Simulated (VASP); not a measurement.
# Ga (Cmcm) in VASP: further runs

Ga is run at these levels: PBEsol; tasks: relaxation of cell and atoms.

All numbers are computed with VASP 6.6.1; they aren't measurements. Logs are shortened: lines on timing, memory, paths and dates and some standing lists are left out, and cuts for length are marked.

**1. The cell of the first run**

Symmetry: Cmcm, No. 63, orthorhombic system. Conventional cell: a = 2.900 Å, b = 8.130 Å, c = 3.170 Å, α = 90.00°, β = 90.00°, γ = 90.00°. Ga (site symmetry m2m) has 10 Ga at 2.68 to 3.17 Å within 3.5 Å.

**2. Relaxation of cell and atoms, PBEsol**

File INCAR:

```
ALGO     = Fast           # electronic algorithm
EDIFF    = 1E-6           # SCF threshold, eV
EDIFFG   = -0.01          # ionic threshold
ENCUT    = 600            # plane-wave cutoff, eV
GGA      = PS             # functional
IBRION   = 2              # ionic algorithm
ISIF     = 3              # what is computed and relaxed
ISMEAR   = -1             # smearing method
LASPH    = True           # aspherical terms in the spheres
LCHARG   = False          # write CHGCAR
LREAL    = False          # projectors in reciprocal space
LWAVE    = False          # write WAVECAR
NELM     = 100            # most SCF steps
NSW      = 60             # ionic steps
PREC     = Accurate       # precision mode
SIGMA    = 0.05           # smearing width, eV
```

File KPOINTS:

```
k-points
0
Gamma
  10 10 8
```

File POSCAR:

```
Ga
1.0
    1.4500000000     -4.0650000000      0.0000000000
    1.4500000000      4.0650000000      0.0000000000
    0.0000000000      0.0000000000      3.1700000000
Ga
2
Direct
    0.1330000000      0.8670000000      0.7500000000
    0.8670000000      0.1330000000      0.2500000000
```

Potentials or basis: VASP PAW PBE potentials, release 64 (Ga_d).

Started as:

```bash
$ cat potpaw_PBE.64/Ga_d/POTCAR > POTCAR
$ mpirun -np 1 vasp_std > vasp.out
```

OUTCAR:

```text
EDIFF = 1E-6
   EDIFFG = -0.01
   ENCUT = 600
   GGA = PS
   IBRION = 2
   ISIF = 3
   ISMEAR = -1
   LASPH = True
   LREAL = False
   NELM = 100
   NSW = 60
   PREC = Accurate

 ion  position               nearest neighbor table
   1  0.133  0.867  0.750-   2 2.68   2 2.68   2 2.87   2 2.87   2 2.87   2 2.87
   2  0.867  0.133  0.250-   1 2.68   1 2.68   1 2.87   1 2.87   1 2.87   1 2.87

  LATTYP: Found a base centered orthorhombic cell.
 ALAT       =     2.9000000000
 B/A-ratio  =     2.8034482759
 C/A-ratio  =     1.0931034483

  Lattice vectors:

 A1 = (   1.4500000000,  -4.0650000000,   0.0000000000)
 A2 = (   1.4500000000,   4.0650000000,   0.0000000000)
 A3 = (   0.0000000000,   0.0000000000,   3.1700000000)

Analysis of symmetry for initial positions (statically):
=====================================================================
 Subroutine PRICEL returns:
 Original cell was already a primitive cell.

 Routine SETGRP: Setting up the symmetry group for a
 base centered orthorhombic supercell.

 Subroutine GETGRP returns: Found  8 space group operations
 (whereof  4 operations were pure point group operations)
 out of a pool of  8 trial point group operations.

The static configuration has the point symmetry C_2h.
 The point group associated with its full space group is D_2h.

Analysis of symmetry for dynamics (positions and initial velocities):
=====================================================================
 Subroutine PRICEL returns:
 Original cell was already a primitive cell.

 Routine SETGRP: Setting up the symmetry group for a
 base centered orthorhombic supercell.

 Subroutine GETGRP returns: Found  8 space group operations
 (whereof  4 operations were pure point group operations)
 out of a pool of  8 trial point group operations.

The dynamic configuration has the point symmetry C_2h.
 The point group associated with its full space group is D_2h.

 Subroutine INISYM returns: Found  8 space group operations
 (whereof  4 operations are pure point group operations),
 and found     1 'primitive' translations

----------------------------------------------------------------------------------------

                                     Primitive cell

  volume of cell :      37.3695

  direct lattice vectors                    reciprocal lattice vectors
     1.450000000 -4.065000000  0.000000000     0.344827586 -0.123001230  0.000000000
     1.450000000  4.065000000  0.000000000     0.344827586  0.123001230  0.000000000
     0.000000000  0.000000000  3.170000000     0.000000000  0.000000000  0.315457413

  length of vectors
     4.315868974  4.315868974  3.170000000     0.366108409  0.366108409  0.315457413

  position of ions in fractional coordinates (direct lattice)
     0.133000000  0.867000000  0.750000000
     0.867000000  0.133000000  0.250000000

  ion indices of the primitive-cell ions
   primitive index   ion index
                 1           1
                 2           2

----------------------------------------------------------------------------------------

 KPOINTS: k-points

Automatic generation of k-mesh.
 Grid dimensions read from file:
 generate k-points for:   10   10    8

 Generating k-lattice:

  Cartesian coordinates                     Fractional coordinates (reciprocal lattice)
     0.034482759 -0.012300123  0.000000000     0.100000000  0.000000000  0.000000000
     0.034482759  0.012300123  0.000000000     0.000000000  0.100000000  0.000000000
     0.000000000  0.000000000  0.039432177     0.000000000  0.000000000  0.125000000

  Length of vectors
     0.036610841  0.036610841  0.039432177

  Shift w.r.t. Gamma in fractional coordinates (k-lattice)
     0.000000000  0.000000000  0.000000000

 Subroutine IBZKPT returns following result:
 ===========================================

 Found    155 irreducible k-points:

 Following reciprocal coordinates:
            Coordinates               Weight
  0.000000  0.000000  0.000000      1.000000
  0.100000  0.000000  0.000000      4.000000
  0.200000  0.000000  0.000000      4.000000
  0.300000  0.000000  0.000000      4.000000
  0.400000 -0.000000  0.000000      4.000000
  0.500000  0.000000  0.000000      2.000000
[... 16 lines left out ...]
  0.300000  0.300000  0.000000      2.000000
  0.400000  0.300000  0.000000      4.000000
 [... further k-points ...]
   k-points           NKPTS =    155   k-points in BZ     NKDIM =    155   number of bands    NBANDS=     17
   number of dos      NEDOS =    301   number of ions     NIONS =      2
   total plane-waves  NPLWV =  36288
   dimension x,y,z NGX =    36 NGY =   36 NGZ =   28
   dimension x,y,z NGXF=    72 NGYF=   72 NGZF=   56
   ions per type =               2
   NGX,Y,Z   is equivalent  to a cutoff of  13.87, 13.87, 14.68 a.u.
   NGXF,Y,Z  is equivalent  to a cutoff of  27.73, 27.73, 29.37 a.u.
 SYSTEM =  unknown system
   PREC   = accura    normal or accurate (medium, high low for compatibility)
   ISTART =      0    job   : 0-new  1-cont  2-samecut
   ICHARG =      2    charge: 1-file 2-atom 10-const
   ISPIN  =      1    spin polarized calculation?
   LNONCOLLINEAR =      F non collinear calculations
   LSORBIT =      F    spin-orbit coupling
   LASPH  =      T    aspherical Exc in radial PAW
   ENCUT  =  600.0 eV  44.10 Ry    6.64 a.u.   8.62  8.62  6.33*2*pi/ulx,y,z
   NELM   =    100;   NELMIN=  2; NELMDL= -5     # of ELM steps
   EDIFF  = 0.1E-05   stopping-criterion for ELM
   LREAL  =      F    real-space projection
   EDIFFG = -.1E-01   stopping-criterion for IOM
   NSW    =     60    number of steps for IOM
   IBRION =      2    ionic relax: 0-MD 1-quasi-New 2-CG
   NFREE  =      1    steps in history (QN), initial steepest desc. (CG)
   ISIF   =      3    stress and relaxation
   ISYM   =      2    0-nonsym 1-usesym 2-fastsym
   POTIM  = 0.5000    time-step for ionic-motion
   TEBEG  =    0.0;   TEEND  =   0.0 temperature during run
   PSTRESS=    0.0 pullay stress
   NELECT =      26.0000    total number of electrons
   NUPDOWN=      -1.0000    fix difference up-down
   EMIN   =  10.00;   EMAX   =-10.00  energy-range for DOS
   EFERMI =   0.00;   METHOD = LEGACY
   ISMEAR =    -1;   SIGMA  =   0.05  broadening in eV -4-tet -1-fermi 0-gaus
   EFERMI_NEDOS =   21; number of points for ismear=-14 and -15
   IALGO  =     68    algorithm
   IMIX   =      4    mixing-type and parameters
     AMIX     =   0.40;   BMIX     =  1.00
     AMIX_MAG =   1.60;   BMIX_MAG =  1.00
  volume/ion in A,a.u.               =      18.68       126.09
  Fermi-wavevector in a.u.,A,eV,Ry     =   1.450641  2.741314 28.631555  2.104360
  Thomas-Fermi vector in A             =   2.568230
   LORBIT       =      0    0 simple, 1 ext, 2 COOP (PROOUT), +10 PAW based schemes
   GGA     = PS    functional components
   LHFCALC =     F    Hartree Fock is set to
   AEXX    =    0.0000 exact exchange contribution
   IVDW    =     0    specifies the selected vdW correction
   LEPSILON=     F    determine dielectric tensor
   LRPA    =     F    only Hartree local field effects (RPA)
 conjugate gradient relaxation of ions
 non-spin polarized calculation
 RMM-DIIS sequential band-by-band and
  energy-cutoff  :      600.00
  volume of cell :       37.37
 maximum number of plane-waves:      1273
   NGX = 17   NGY = 17   NGZ = 13

--------------------------------------- Ionic step        1  -------------------------------------------

 number of electron      26.0000010 magnetization

 Free energy of the ion-electron system (eV)
  ---------------------------------------------------
  ext. energy  EPLUGINS =         0.00000000
  ---------------------------------------------------
  free energy    TOTEN  =        -6.68051401 eV

  energy without entropy =       -6.67745153  energy(sigma->0) =       -6.67898277

------------------------ aborting loop because EDIFF is reached ----------------------------------------

  FORCE on cell =-STRESS in cart. coord.  units (eV):
  Direction    XX          YY          ZZ          XY          YZ          ZX
  --------------------------------------------------------------------------------------
  -------------------------------------------------------------------------------------
  Total       -0.8680558     -0.4107372     -0.1897448      0.0000000      0.0000000      0.0000000
  in kB      -37.2169187    -17.6098972     -8.1350935      0.0000000      0.0000000      0.0000000
  external PRESSURE =     -20.9873031 kB  Pullay stress =       0.0000000 kB
[... 89 lines left out ...]
  FREE ENERGIE OF THE ION-ELECTRON SYSTEM (eV)
  ---------------------------------------------------
  free  energy   TOTEN  =        -6.6982616850 eV

  energy  without entropy=       -6.6947793198  energy(sigma->0) =       -6.69652050

[... ionic steps 4 to 7 ...]

--------------------------------------- Ionic step        8  -------------------------------------------

 number of electron      26.0000007 magnetization

------------------------ aborting loop because EDIFF is reached ----------------------------------------

  FORCE on cell =-STRESS in cart. coord.  units (eV):
  Direction    XX          YY          ZZ          XY          YZ          ZX
  --------------------------------------------------------------------------------------
  -------------------------------------------------------------------------------------
  Total       -0.0101705     -0.0283287      0.0099105      0.0000000     -0.0000000      0.0000000
  in kB       -0.4540412     -1.2646740      0.4424313      0.0000000     -0.0000000      0.0000000
  external PRESSURE =      -0.4254280 kB  Pullay stress =       0.0000000 kB
[... 57 lines left out ...]
  energy  without entropy=       -6.6951407840  energy(sigma->0) =       -6.69697393

--------------------------------------- Ionic step       10  -------------------------------------------

 number of electron      26.0000007 magnetization

 Free energy of the ion-electron system (eV)
  ---------------------------------------------------
  ext. energy  EPLUGINS =         0.00000000
  ---------------------------------------------------
  free energy    TOTEN  =        -6.69880636 eV

  energy without entropy =       -6.69514009  energy(sigma->0) =       -6.69697323

 E-fermi :   5.9039     XC(G=0): -11.3657

 val. band max:        5.8941168486   @ k =   0.3000   0.3000   0.3750
 cond. band min:       5.9276145767   @ k =   0.2000   0.1000   0.0000
 fundamental gap:      0.0334977281
 Fermi energy:         5.9038809281

 k-point     1 :       0.0000    0.0000    0.0000
  band No.  band energies     occupation
      1      -9.3159      2.00000
      2      -9.2832      2.00000
      3      -9.2250      2.00000
      4      -9.2145      2.00000
      5      -8.9838      2.00000
      6      -8.9688      2.00000
[... 9 lines left out ...]
     16      14.3316      0.00000
     17      15.5171      0.00000
[... 443 lines left out ...]
      1      -9.2290      2.00000
      2      -9.1805      2.00000
      3      -9.1344      2.00000
      4      -9.0934      2.00000
      5      -9.0618      2.00000
      6      -9.0456      2.00000
[... 9 lines left out ...]
     16      13.2737      0.00000
     17      13.2808      0.00000

 [... further k-points ...]
[... 5 lines left out ...]
  --------------------------------------------------------------------------------------
  -------------------------------------------------------------------------------------
  Total        0.0041047     -0.0030552      0.0070692      0.0000000      0.0000000      0.0000000
  in kB        0.1833680     -0.1364852      0.3158044      0.0000000      0.0000000      0.0000000
  external PRESSURE =       0.1208957 kB  Pullay stress =       0.0000000 kB
[... 17 lines left out ...]
  FREE ENERGIE OF THE ION-ELECTRON SYSTEM (eV)
  ---------------------------------------------------
  free  energy   TOTEN  =        -6.6988063649 eV

  energy  without entropy=       -6.6951400940  energy(sigma->0) =       -6.69697323

 reached required accuracy - stopping structural energy minimisation
```

Run time: 9.8 min. Hardware: 1 thread of Intel Xeon Platinum 8259CL at 2.50GHz (Skylake/Cascade Lake), shared host; peak memory 0.26 GiB.

What came out:

* Free energy: -6.6988 eV
* Relaxed volume: 17.93 Å³/atom
* Relaxed cell: a = 4.260 Å, b = 4.260 Å, c = 3.164 Å, α = 90.00°, β = 90.00°, γ = 141.34°
* Space group after relaxing (to 0.1 Å): Cmcm (No. 63)
* Energy gained by relaxing: 9.1 meV/atom
* Ionic steps: 10
* Pressure after relaxing: 0.0 GPa
* Largest force after relaxing: 0.009 eV/Å
* Band gap on the k mesh: zero (bands 13 and 14 overlap by 9.23 eV)

Forces in eV/Å, atoms in the order of the input:
```
Ga   0.000 -0.009  0.000
Ga   0.000  0.009  0.000
```

Step by step:
| step | energy change (eV) | largest force (eV/Å) | pressure (GPa) | volume (Å³) |
| --- | --- | --- | --- | --- |
| 1 | 0.0000 | 0.2112 | -2.10 | 37.37 |
| 2 | -0.0170 | 0.0781 | -0.30 | 36.06 |
| 3 | -0.0177 | 0.0406 | 0.30 | 35.70 |
| 4 | -0.0178 | 0.0505 | 0.24 | 35.74 |
| 5 | -0.0183 | 0.0106 | 0.03 | 35.87 |
| 6 | -0.0183 | 0.0056 | -0.20 | 35.89 |
| 7 | -0.0183 | 0.0169 | 0.03 | 35.88 |
| 8 | -0.0183 | 0.0073 | -0.04 | 35.89 |
| 9 | -0.0183 | 0.0035 | 0.15 | 35.86 |
| 10 | -0.0183 | 0.0095 | 0.01 | 35.86 |

Final structure:
```
CELL_PARAMETERS angstrom
1.40991 -4.01960 0.00000
1.40991 4.01960 0.00000
0.00000 0.00000 3.16417
ATOMIC_POSITIONS crystal
Ga 0.13500 0.86500 0.75000
Ga 0.86500 0.13500 0.25000
```

Levels at points of the mesh, in eV from the Fermi level:
| k point | band 11 | band 12 | band 13 | band 14 | band 15 | band 16 |
| --- | --- | --- | --- | --- | --- | --- |
| (0.00, 0.00, 0.00) | -11.60 | -2.41 | -1.61 | 2.59 | 6.35 | 8.43 |
| (0.50, 0.00, 0.00) | -6.62 | -5.58 | -1.84 | -0.27 | 6.71 | 6.81 |
| (0.50, 0.50, 0.00) | -9.62 | -8.73 | 4.78 | 5.81 | 6.42 | 7.00 |
| (0.00, 0.00, 0.50) | -7.73 | -7.73 | 1.70 | 1.70 | 2.54 | 2.54 |
| (0.50, 0.00, 0.50) | -2.98 | -2.98 | -1.72 | -1.72 | 1.92 | 1.92 |
| (0.50, 0.50, 0.50) | -5.88 | -5.88 | -4.45 | -4.45 | 10.28 | 10.28 |

Caveat: the PAW data sets were made with another functional, which shifts forces and pressure a little.

[end of part 1 of 3]
